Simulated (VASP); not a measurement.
Crystal: MnRh.

```
CELL_PARAMETERS angstrom
3.05100 0.00000 0.00000
0.00000 3.05100 0.00000
0.00000 0.00000 3.05100
ATOMIC_POSITIONS crystal
Rh 0.50000 0.50000 0.50000
Mn 0.00000 0.00000 0.00000
```

Base run:

| Property | Result |
| --- | --- |
| Program | VASP 6.6.1 |
| Functional | r2SCAN |
| Potentials or basis | VASP PAW PBE potentials, release 64 (Rh_pv, Mn_pv) |
| Cutoff | 520 eV |
| k mesh | 8 × 8 × 8 |
| Occupations | fermi-dirac, width 0.1 eV |
| Spin | no spin polarisation |

Its results: pressure -25.3 GPa.

Q: The run is repeated on the same cell with these changes: spin from no spin polarisation to collinear spin, ferrimagnetic start; further incar settings from ALGO = Normal; EDIFF = 1e-06; NBANDS = 21 to ALGO = Normal; EDIFF = 1e-06; NBANDS = 25. What comes out?

A: Pressure -3.0 GPa; net moment -4.32 μB per cell; site moments Rh -0.45; Mn -3.82 μB.

Caveats: the PAW data sets were made with another functional, which shifts forces and pressure a little.
